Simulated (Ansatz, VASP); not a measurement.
**MgO: VASP beside Ansatz**

INCAR

```
SYSTEM = MgO
PREC = Accurate ; ENCUT = 600
EDIFF = 1E-6 ; ISMEAR = 0
SIGMA = 0.01 ; LREAL = .False.
LASPH = .True. ; NELM = 120
ALGO = Normal ; ISIF = 2
LWAVE = .False. ; LCHARG = .False.
GGA = RP ; IVDW = 12
NBANDS = 11 ; GGA_COMPAT = .False.
```

File KPOINTS:

```
Automatic mesh
0
Gamma
  11 11 11
  0 0 0
```

The input POSCAR:

```
MgO
1.0
    0.0000000000      2.0970013950      2.0970013950
    2.0970013950      0.0000000000      2.0970013950
    2.0970013950      2.0970013950      0.0000000000
Mg O
1 1
Direct
    0.0000000000      0.0000000000      0.0000000000
    0.5000000000      0.5000000000      0.5000000000
```

The input input.yaml:

```yaml
crystal:
  lattice: { a: 4.19400279, b: 4.19400279, c: 4.19400279, alpha: 90.0, beta: 90.0, gamma: 90.0 }
  space_group: 225
  reduce_to_primitive: true
  atoms:
    - { symbol: Mg, wyckoff: "4a", position: [0.0, 0.0, 0.0] }
    - { symbol: O, wyckoff: "4b", position: [0.5, 0.0, 0.0] }
hamiltonian:
  xc: rpbe
  pseudopotentials: { kind: paw, core: small }
  dispersion: d3bj
kpoints:
  mp_grid: { grid: [11, 11, 11] }
scf:
  occupations: { method: fixed }
output:
  forces: true
  stress: true
  eigenvalues: true
  bader: true
  populations: true
```

Alike in both runs: functional RPBE; dispersion D3(BJ); k mesh 11 × 11 × 11; no spin polarisation.

|  | VASP | Ansatz |
| --- | --- | --- |
| version | VASP 6.6.1 | Ansatz 0.2.0 |
| potentials or method | VASP PAW PBE potentials, release 64 (Mg, O) | Ansatz PAW |
| plane-wave cutoff (eV) | 600 | 420 |
| occupations | gaussian, width 0.01 eV | fixed |
| valence electrons in the cell | 8 | 16 |
| task | single point | atomic charges |

|  | VASP | Ansatz | Ansatz less VASP |
| --- | --- | --- | --- |
| gap on the k mesh at the Fermi level (eV) | 4.96 | 4.98 | +0.024 |
| least direct gap on the mesh (eV) | 4.96 | 4.98 | +0.024 |
| pressure (GPa) | -15.9 | -14.6 | +1.24 |

VASP's potentials were made for PBE, not for RPBE. VASP's potentials hold 8 valence electrons a cell and Ansatz's 16, so a difference there can come from the potentials and not from the codes.

Noted on Ansatz's run: odd divisions of the mesh miss points on the zone boundary, where band edges often lie, so the gap on the mesh can be too wide.
